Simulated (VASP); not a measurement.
Wanted: the native input for a VASP 6.6.1 run.

```yaml
Task: single point
Functional: PBEsol
Potentials_or_basis: VASP PAW PBE potentials, release 64 (W_sv, S)
Cutoff: 520 eV
k_mesh: 10 × 10 × 10
Occupations: fermi-dirac, width 0.05 eV
Spin: no spin polarisation
Dipole_correction: no
Further_INCAR_settings: ALGO = Normal; EDIFF = 1e-06; NBANDS = 20
```

The structure of WS2 lies in POSCAR:

```
WS2
1.0
    1.5790000000      0.9116360800      6.1633333300
   -1.5790000000      0.9116360800      6.1633333300
    0.0000000000     -1.8232721500      6.1633333300
W S
1 2
Direct
    0.0000000000      0.0000000000      0.0000000000
    0.2497000000      0.2497000000      0.2497000000
    0.4190000000      0.4190000000      0.4190000000
```

The input as run:

INCAR

```
PREC = Accurate
ENCUT = 520
EDIFF = 1E-6
ISMEAR = -1
SIGMA = 0.05
LREAL = F
LASPH = T
NELM = 80
ALGO = Normal
ISIF = 2
LWAVE = F
LCHARG = F
GGA = PS
NBANDS = 20
```

KPOINTS

```
Automatic mesh
0
Gamma
  10 10 10
```

Potentials or basis: VASP PAW PBE potentials, release 64 (W_sv, S).

The run is started by

```sh
$ cat potpaw_PBE.64/W_sv/POTCAR potpaw_PBE.64/S/POTCAR > POTCAR
$ mpirun -np 1 vasp_std > vasp.out
```

It gave:

- Pressure: -0.5 GPa
- Largest force: 0.602 eV/Å
- Band gap on the k mesh: 1.03 eV (least direct gap 2.24 eV)

Caveat: the PAW data sets were made with another functional, which shifts forces and pressure a little; spin-orbit coupling is left out, which moves the levels of the heavy elements.

Wall time 5.2 min on 1 thread of Intel(R) Xeon(R) Platinum 8259CL CPU @ 2.50GHz (Skylake/Cascade Lake) (shared host), peak memory 0.38 GiB.
